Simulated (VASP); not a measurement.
Wanted: the native input for a VASP 6.6.1 run.

- Task: relaxation of cell and atoms
- Functional: PBE
- Potentials or basis: VASP PAW PBE potentials, release 64 (Mn_pv, S)
- Cutoff: 600 eV
- k mesh: 9 × 9 × 9
- Occupations: fermi-dirac, width 0.1 eV
- Spin: collinear spin, ferromagnetic start
- Starting moments: [4.0, 0.0] μB
- Dipole correction: no
- Further INCAR settings: ALGO = Normal; EDIFF = 1e-06; IBRION = 2; EDIFFG = -0.01; NSW = 60; ISIF = 3

The structure of MnS lies in POSCAR:

```
MnS
1.0
    0.0000000000      2.5692997390      2.5692997390
    2.5692997390      0.0000000000      2.5692997390
    2.5692997390      2.5692997390      0.0000000000
Mn S
1 1
Direct
    0.0000000000      0.0000000000      0.0000000000
    0.5000000000      0.5000000000      0.5000000000
```

This cell differs from its parent crystal: volume scaled by 0.96.

The input as run:

INCAR

```
ALGO = Normal ; EDIFF = 1E-6
EDIFFG = -0.01 ; ENCUT = 600
GGA = PE ; IBRION = 2
ISIF = 3 ; ISMEAR = -1
ISPIN = 2 ; LASPH = T
LCHARG = F ; LMAXMIX = 4
LORBIT = 11 ; LREAL = F
LWAVE = F ; MAGMOM = 4 0
NELM = 150 ; NSW = 60
PREC = Accurate ; SIGMA = 0.1
```

KPOINTS

```
k-points
0
Gamma
  9 9 9
```

Potentials or basis: VASP PAW PBE potentials, release 64 (Mn_pv, S).

Launch:

```sh
$ cat potpaw_PBE.64/Mn_pv/POTCAR potpaw_PBE.64/S/POTCAR > POTCAR
$ mpirun -np 1 vasp_std > vasp.out
```

It gave:

```
Relaxed volume                                        : 16.63 Å³/atom
Relaxed cell                                          : a = 3.610 Å, b = 3.610 Å, c = 3.610 Å, α = 60.00°, β = 60.00°, γ = 60.00°
Space group after relaxing (to 0.05 Å)                : Fm-3m (No. 225)
Energy gained by relaxing                             : 1.0 meV/atom
Ionic steps                                           : 3
Pressure after relaxing                               : -0.1 GPa
Net moment                                            : 4.52 μB per cell
Site moments                                          : Mn +4.12; S +0.09 μB
Valence electrons inside the program's atomic spheres : Mn 11.37; S 3.74
```

Caveat: the cell differs from its parent crystal (volume scaled by 0.96); a cell with one magnetic atom can't hold antiferromagnetic order, which such compounds often take.

Run time: 2.6 min on 1 thread of Oxide Virtual Turin-like Processor, with other jobs on the host, peak memory 0.18 GiB.
